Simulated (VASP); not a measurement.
Set up this calculation in VASP 6.6.1, as the native input.

| Item | Value |
| --- | --- |
| Task | single point |
| Functional | PBE |
| Potentials or basis | VASP PAW PBE potentials, release 64 (Y_sv, Si, F) |
| Cutoff | 520 eV |
| k mesh | 6 × 6 × 4 |
| Occupations | gaussian, width 0.1 eV |
| Spin | collinear spin |
| Starting moments | [0.0, 0.0, 0.0, 1.0, 1.0] μB |
| Dipole correction | no |
| Further INCAR settings | ALGO = Normal; EDIFF = 1e-07; NBANDS = 32 |

The structure of Y2SiF2 lies in POSCAR:

```
Y2SiF2
1.0
    4.0867415300      0.0000000000      0.0000000000
   -2.0433707700      3.5392219800      0.0000000000
    0.0000000000      0.0000000000      6.9651897600
Y Si F
2 1 2
Direct
    0.3333333300      0.6666666700      0.6761061100
    0.6666666700      0.3333333300      0.3238938900
    0.0000000000      0.0000000000      0.5000000000
    0.3333333300      0.6666666700      0.0151338800
    0.6666666700      0.3333333300      0.9848661200
```

The cell was generated, and may not be a known phase.

One way to write it, as run:

INCAR

```
  PREC = Accurate
  ENCUT = 520
  EDIFF = 1E-7
  ISMEAR = 0
  SIGMA = 0.1
  LREAL = F
  LASPH = T
  NELM = 150
  ALGO = Normal
  ISIF = 2
  LWAVE = F
  LCHARG = F
  ISPIN = 2
  MAGMOM = 0 0 0 1 1
  LORBIT = 11
  LMAXMIX = 4
  GGA = PE
  NBANDS = 32
```

KPOINTS

```
regular mesh
0
Gamma
  6 6 4
```

Potentials or basis: VASP PAW PBE potentials, release 64 (Y_sv, Si, F).

Launch:

```bash
$ cat potpaw_PBE.64/Y_sv/POTCAR potpaw_PBE.64/Si/POTCAR potpaw_PBE.64/F/POTCAR > POTCAR
$ mpirun -np 1 vasp_std > vasp.out
```

It gave:

```yaml
Pressure: 10.4 GPa
Largest_force: 7.368 eV/Å
Band_gap_on_the_k_mesh: zero (filled and empty bands overlap)
Net_moment: 0.00 μB per cell
Valence_electrons_inside_the_program's_atomic_spheres: Y 9.65; Si 1.95; F 6.03
```

Caveat: the stress differs along the axes, from -8 to 20 GPa; semilocal functionals underestimate gaps, and a narrow one can read as zero; forces of over 1 eV/Å act on the atoms, so gaps and moduli don't describe the material at rest.

Run time: 110 s on 1 thread of Intel(R) Xeon(R) 6975P-C (Granite Rapids), with other jobs on the host, peak memory 0.32 GiB.
